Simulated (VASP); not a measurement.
# Al3NiSn (Pm-3m) in VASP: density of states with PBE

Aim: the density of states of Al3NiSn with PBE.

All numbers are computed with VASP 6.6.1; they aren't measurements. Logs are shortened: lines on timing, memory, paths and dates and some standing lists are left out, and cuts for length are marked.

## (1) The cell of the first run

The structure is cubic, space group Pm-3m (No. 221). Conventional cell: a = 4.587 Å, b = 4.587 Å, c = 4.587 Å, α = 90.00°, β = 90.00°, γ = 90.00°. Al (site symmetry 4/mmm) has 2 Ni at 2.29 Å within 3.0 Å. Ni (site symmetry m-3m) has 6 Al at 2.29 Å within 3.0 Å. Sn (site symmetry m-3m) has 12 Al at 3.24 Å and 8 Ni at 3.97 Å within 4.3 Å.

## (2) Density of states, PBE

File POSCAR:

```
Al3NiSn
1.0
    4.5871319660      0.0000000000      0.0000000000
    0.0000000000      4.5871319660      0.0000000000
    0.0000000000      0.0000000000      4.5871319660
Al Ni Sn
3 1 1
Direct
    0.5000000000      0.0000000000      0.0000000000
    0.0000000000      0.5000000000      0.0000000000
    0.0000000000      0.0000000000      0.5000000000
    0.0000000000      0.0000000000      0.0000000000
    0.5000000000      0.5000000000      0.5000000000
```

File INCAR.step1:

```
ALGO = Normal
EDIFF = 1E-6
ENCUT = 520
GGA = PE
ISIF = 2
ISMEAR = 0
LASPH = T
LCHARG = T
LMAXMIX = 4
LREAL = F
LWAVE = F
NBANDS = 24
NELM = 100
PREC = Accurate
SIGMA = 0.1
```

File KPOINTS.step1:

```
k-points
0
Gamma
  8 8 8
```

File INCAR.step2:

```
ALGO = Normal
EDIFF = 1E-6
ENCUT = 520
GGA = PE
ICHARG = 11
ISIF = 2
ISMEAR = -5
LASPH = T
LCHARG = F
LMAXMIX = 4
LORBIT = 11
LREAL = F
LWAVE = F
NEDOS = 1001
NELM = 100
PREC = Accurate
SIGMA = 0.1
```

File KPOINTS.step2:

```
k-points
0
Gamma
  12 12 12
```

Potentials or basis: VASP PAW PBE potentials, release 64 (Al, Ni, Sn_d).

Run with:

```sh
$ cat potpaw_PBE.64/Al/POTCAR potpaw_PBE.64/Ni/POTCAR potpaw_PBE.64/Sn_d/POTCAR > POTCAR
$ cp INCAR.step1 INCAR
$ cp KPOINTS.step1 KPOINTS
$ mpirun -np 1 vasp_std > vasp.out
$ cp INCAR.step2 INCAR
$ cp KPOINTS.step2 KPOINTS
$ mpirun -np 1 vasp_std > vasp.out
```

OUTCAR:

```text
EDIFF = 1E-6
   ENCUT = 520
   GGA = PE
   ICHARG = 11
   ISIF = 2
   ISMEAR = -5
   LASPH = T
   LORBIT = 11
   LREAL = F
   NELM = 100
   PREC = Accurate

 ion  position               nearest neighbor table
   1  0.500  0.000  0.000-   4 2.29   4 2.29   2 3.24   5 3.24   3 3.24   5 3.24   2 3.24   5 3.24
                             5 3.24   2 3.24   3 3.24   3 3.24   3 3.24   2 3.24
   2  0.000  0.500  0.000-   4 2.29   4 2.29   1 3.24   5 3.24   3 3.24   5 3.24   1 3.24   3 3.24
                             3 3.24   3 3.24   1 3.24   5 3.24   5 3.24   1 3.24
   3  0.000  0.000  0.500-   4 2.29   4 2.29   1 3.24   5 3.24   1 3.24   2 3.24   2 3.24   2 3.24
                             5 3.24   2 3.24   1 3.24   5 3.24   1 3.24   5 3.24
   4  0.000  0.000  0.000-   1 2.29   2 2.29   3 2.29   3 2.29   2 2.29   1 2.29
   5  0.500  0.500  0.500-   1 3.24   2 3.24   3 3.24   1 3.24   2 3.24   1 3.24   3 3.24   1 3.24
                             2 3.24   3 3.24   2 3.24   3 3.24

  LATTYP: Found a simple cubic cell.
 ALAT       =     4.5871319660

  Lattice vectors:

 A1 = (   4.5871319660,   0.0000000000,   0.0000000000)
 A2 = (   0.0000000000,   4.5871319660,   0.0000000000)
 A3 = (   0.0000000000,   0.0000000000,   4.5871319660)

Analysis of symmetry for initial positions (statically):
=====================================================================
 Subroutine PRICEL returns:
 Original cell was already a primitive cell.

 Routine SETGRP: Setting up the symmetry group for a
 simple cubic supercell.

 Subroutine GETGRP returns: Found 48 space group operations
 (whereof 48 operations were pure point group operations)
 out of a pool of 48 trial point group operations.

The static configuration has the point symmetry O_h .

Analysis of symmetry for dynamics (positions and initial velocities):
=====================================================================
 Subroutine PRICEL returns:
 Original cell was already a primitive cell.

 Routine SETGRP: Setting up the symmetry group for a
 simple cubic supercell.

 Subroutine GETGRP returns: Found 48 space group operations
 (whereof 48 operations were pure point group operations)
 out of a pool of 48 trial point group operations.

The dynamic configuration has the point symmetry O_h .

 Subroutine INISYM returns: Found 48 space group operations
 (whereof 48 operations are pure point group operations),
 and found     1 'primitive' translations

----------------------------------------------------------------------------------------

                                     Primitive cell

  volume of cell :      96.5214

  direct lattice vectors                    reciprocal lattice vectors
     4.587131966  0.000000000  0.000000000     0.218001140  0.000000000  0.000000000
     0.000000000  4.587131966  0.000000000     0.000000000  0.218001140  0.000000000
     0.000000000  0.000000000  4.587131966     0.000000000  0.000000000  0.218001140

  length of vectors
     4.587131966  4.587131966  4.587131966     0.218001140  0.218001140  0.218001140

  position of ions in fractional coordinates (direct lattice)
     0.500000000  0.000000000  0.000000000
     0.000000000  0.500000000  0.000000000
     0.000000000  0.000000000  0.500000000
     0.000000000  0.000000000  0.000000000
     0.500000000  0.500000000  0.500000000

  ion indices of the primitive-cell ions
   primitive index   ion index
                 1           1
                 2           2
                 3           3
                 4           4
                 5           5

----------------------------------------------------------------------------------------

 KPOINTS: k-points

Automatic generation of k-mesh.
 Grid dimensions read from file:
 generate k-points for:   12   12   12

 Generating k-lattice:

  Cartesian coordinates                     Fractional coordinates (reciprocal lattice)
     0.018166762  0.000000000  0.000000000     0.083333333  0.000000000  0.000000000
     0.000000000  0.018166762  0.000000000     0.000000000  0.083333333  0.000000000
     0.000000000  0.000000000  0.018166762     0.000000000  0.000000000  0.083333333

  Length of vectors
     0.018166762  0.018166762  0.018166762

  Shift w.r.t. Gamma in fractional coordinates (k-lattice)
     0.000000000  0.000000000  0.000000000

 TETIRR: Found    854 inequivalent tetrahedra from    10368

 Subroutine IBZKPT returns following result:
 ===========================================

 Found     84 irreducible k-points:

 Following reciprocal coordinates:
            Coordinates               Weight
  0.000000  0.000000  0.000000      1.000000
  0.083333  0.000000  0.000000      6.000000
  0.166667  0.000000  0.000000      6.000000
  0.250000  0.000000  0.000000      6.000000
  0.333333  0.000000  0.000000      6.000000
  0.416667  0.000000  0.000000      6.000000
[... 16 lines left out ...]
  0.333333  0.333333  0.000000     12.000000
  0.416667  0.333333  0.000000     24.000000
 [... further k-points ...]
   k-points           NKPTS =     84   k-points in BZ     NKDIM =     84   number of bands    NBANDS=     20
   number of dos      NEDOS =   1001   number of ions     NIONS =      5
   total plane-waves  NPLWV =  46656
   dimension x,y,z NGX =    36 NGY =   36 NGZ =   36
   dimension x,y,z NGXF=    72 NGYF=   72 NGZF=   72
   ions per type =               3   1   1
   NGX,Y,Z   is equivalent  to a cutoff of  13.05, 13.05, 13.05 a.u.
   NGXF,Y,Z  is equivalent  to a cutoff of  26.09, 26.09, 26.09 a.u.
 SYSTEM =  unknown system
   PREC   = accura    normal or accurate (medium, high low for compatibility)
   ISTART =      0    job   : 0-new  1-cont  2-samecut
   ICHARG =     11    charge: 1-file 2-atom 10-const
   ISPIN  =      1    spin polarized calculation?
   LNONCOLLINEAR =      F non collinear calculations
   LSORBIT =      F    spin-orbit coupling
   LASPH  =      T    aspherical Exc in radial PAW
   ENCUT  =  520.0 eV  38.22 Ry    6.18 a.u.   8.53  8.53  8.53*2*pi/ulx,y,z
   NELM   =    100;   NELMIN=  2; NELMDL=  0     # of ELM steps
   EDIFF  = 0.1E-05   stopping-criterion for ELM
   LREAL  =      F    real-space projection
   EDIFFG = 0.1E-04   stopping-criterion for IOM
   NSW    =      0    number of steps for IOM
   IBRION =     -1    ionic relax: 0-MD 1-quasi-New 2-CG
   NFREE  =      0    steps in history (QN), initial steepest desc. (CG)
   ISIF   =      2    stress and relaxation
   ISYM   =      2    0-nonsym 1-usesym 2-fastsym
   POTIM  = 0.5000    time-step for ionic-motion
   TEBEG  =    0.0;   TEEND  =   0.0 temperature during run
   PSTRESS=    0.0 pullay stress
   NELECT =      33.0000    total number of electrons
   NUPDOWN=      -1.0000    fix difference up-down
   EMIN   =  10.00;   EMAX   =-10.00  energy-range for DOS
   EFERMI =   0.00;   METHOD = LEGACY
   ISMEAR =    -5;   SIGMA  =   0.10  broadening in eV -4-tet -1-fermi 0-gaus
   EFERMI_NEDOS =   21; number of points for ismear=-14 and -15
   IALGO  =     38    algorithm
   IMIX   =      4    mixing-type and parameters
     AMIX     =   0.40;   BMIX     =  1.00
     AMIX_MAG =   1.60;   BMIX_MAG =  1.00
  volume/ion in A,a.u.               =      19.30       130.27
  Fermi-wavevector in a.u.,A,eV,Ry     =   1.144735  2.163235 17.829318  1.310418
  Thomas-Fermi vector in A             =   2.281426
   LORBIT       =     11    0 simple, 1 ext, 2 COOP (PROOUT), +10 PAW based schemes
   GGA     = PE    functional components
   LHFCALC =     F    Hartree Fock is set to
   AEXX    =    0.0000 exact exchange contribution
   IVDW    =     0    specifies the selected vdW correction
   LEPSILON=     F    determine dielectric tensor
   LRPA    =     F    only Hartree local field effects (RPA)
 non-spin polarized calculation
 Fermi weights with tetrahedron method with Bloechl corrections
  energy-cutoff  :      520.00
  volume of cell :       96.52
 maximum number of plane-waves:      2624
 NGX is ok and might be reduce to    36

 number of electron      33.0000016 magnetization

 Free energy of the ion-electron system (eV)
  ---------------------------------------------------
  ext. energy  EPLUGINS =         0.00000000
  ---------------------------------------------------
  free energy    TOTEN  =       -20.60106484 eV

  energy without entropy =      -20.60106484  energy(sigma->0) =      -20.60106484

 E-fermi :   7.2377     XC(G=0): -10.1547

 val. band max:        7.2833184514   @ k =   0.1667   0.1667   0.1667
 cond. band min:       7.1692093036   @ k =   0.3333   0.1667   0.0833
 fundamental gap:     -0.1141091477
 Fermi energy:         7.2377018089

 k-point     1 :       0.0000    0.0000    0.0000
  band No.  band energies     occupation
      1     -14.3060      2.00000
      2     -14.3060      2.00000
      3     -14.3018      2.00000
      4     -14.3018      2.00000
      5     -14.3018      2.00000
      6      -3.0986      2.00000
[... 12 lines left out ...]
     19       9.6751      0.00000
     20       9.6752      0.00000

 k-point     2 :       0.0833    0.0000    0.0000
  band No.  band energies     occupation
      1     -14.3059      2.00000
      2     -14.3055      2.00000
      3     -14.3019      2.00000
      4     -14.3019      2.00000
      5     -14.3017      2.00000
      6      -3.0495      2.00000
[... 12 lines left out ...]
     19       9.4851      0.00000
     20       9.4851      0.00000

 k-point     3 :       0.1667    0.0000    0.0000
  band No.  band energies     occupation
      1     -14.3059      2.00000
      2     -14.3042      2.00000
      3     -14.3023      2.00000
      4     -14.3023      2.00000
      5     -14.3017      2.00000
      6      -2.9027      2.00000
[... 12 lines left out ...]
     19       8.9435      0.00000
     20       8.9435      0.00000

 k-point     4 :       0.2500    0.0000    0.0000
  band No.  band energies     occupation
      1     -14.3058      2.00000
      2     -14.3029      2.00000
      3     -14.3029      2.00000
      4     -14.3024      2.00000
      5     -14.3017      2.00000
      6      -2.6595      2.00000
[... 12 lines left out ...]
     19       8.2576      0.00000
     20       8.9623      0.00000

 k-point     5 :       0.3333    0.0000    0.0000
  band No.  band energies     occupation
      1     -14.3056      2.00000
      2     -14.3034      2.00000
      3     -14.3034      2.00000
      4     -14.3016      2.00000
      5     -14.3006      2.00000
      6      -2.3237      2.00000
[... 12 lines left out ...]
     19       7.5839      0.00000
     20       8.7522      0.00000
[... 353 lines left out ...]
      6      -1.4971      2.00000
[... 12 lines left out ...]
     19       9.6994      0.00000
     20       9.8897      0.00000

 k-point    22 :       0.5000    0.2500    0.0000
  band No.  band energies     occupation
      1     -14.3055      2.00000
      2     -14.3039      2.00000
      3     -14.3033      2.00000
      4     -14.3027      2.00000
      5     -14.2973      2.00000
      6      -1.1975      2.00000
[... 12 lines left out ...]
     19      10.0308      0.00000
     20      10.0666      0.00000

 k-point    23 :       0.3333    0.3333    0.0000
  band No.  band energies     occupation
      1     -14.3055      2.00000
      2     -14.3033      2.00000
      3     -14.3033      2.00000
      4     -14.3029      2.00000
      5     -14.2977      2.00000
      6      -1.5754      2.00000
[... 12 lines left out ...]
     19       9.0158      0.00000
     20       9.3889      0.00000

 k-point    24 :       0.4167    0.3333    0.0000
  band No.  band energies     occupation
      1     -14.3061      2.00000
      2     -14.3037      2.00000
      3     -14.3032      2.00000
      4     -14.3026      2.00000
      5     -14.2966      2.00000
      6      -1.1924      2.00000
[... 12 lines left out ...]
     19       9.1564      0.00000
     20       9.4518      0.00000

 [... further k-points ...]

------------------------ aborting loop because EDIFF is reached ----------------------------------------

  FORCE on cell =-STRESS in cart. coord.  units (eV):
  Direction    XX          YY          ZZ          XY          YZ          ZX
  --------------------------------------------------------------------------------------
  -------------------------------------------------------------------------------------
  Total        0.0796161      0.0796161      0.0796161      0.0000000      0.0000000      0.0000000
  in kB        1.3215629      1.3215629      1.3215629      0.0000000      0.0000000      0.0000000
  external PRESSURE =       1.3215629 kB  Pullay stress =       0.0000000 kB

 VOLUME and BASIS-vectors are now :
 -----------------------------------------------------------------------------
  energy-cutoff  :      520.00
  volume of cell :       96.52
      direct lattice vectors                 reciprocal lattice vectors
     4.587131966  0.000000000  0.000000000     0.218001140  0.000000000  0.000000000
     0.000000000  4.587131966  0.000000000     0.000000000  0.218001140  0.000000000
     0.000000000  0.000000000  4.587131966     0.000000000  0.000000000  0.218001140

 POSITION                                       TOTAL-FORCE (eV/Angst)
 -----------------------------------------------------------------------------------
      2.29357      0.00000      0.00000         0.000000      0.000000      0.000000
      0.00000      2.29357      0.00000         0.000000      0.000000      0.000000
      0.00000      0.00000      2.29357         0.000000      0.000000      0.000000
      0.00000      0.00000      0.00000         0.000000      0.000000      0.000000
      2.29357      2.29357      2.29357         0.000000      0.000000      0.000000
 -----------------------------------------------------------------------------------
    total drift:                                0.000000      0.000000      0.000000

  FREE ENERGIE OF THE ION-ELECTRON SYSTEM (eV)
  ---------------------------------------------------
  free  energy   TOTEN  =       -20.6010648352 eV

  energy  without entropy=      -20.6010648352  energy(sigma->0) =      -20.60106484

 total charge

# of ion       s       p       d       tot
------------------------------------------
    1        0.451   0.307   0.000   0.759
    2        0.451   0.307   0.000   0.759
    3        0.451   0.307   0.000   0.759
    4        0.591   0.616   8.495   9.701
    5        1.281   0.910   9.974  12.166
--------------------------------------------------
tot          3.226   2.448  18.468  24.143
```

Wall time 1.7 min (1 thread of AMD EPYC 7R13 (Zen 3), shared host); peak memory 0.3 GiB.

Results:

| Property | Result |
| --- | --- |
| Valence electrons inside the program's atomic spheres | Al 0.76; Ni 9.70; Sn 12.17 |

Caveat: spin-orbit coupling is left out, which moves the levels of the heavy elements; tetrahedron occupations give inexact forces and stress in metals. Spin polarisation is off, so any magnetic state and its effect on volume and gap are missing.
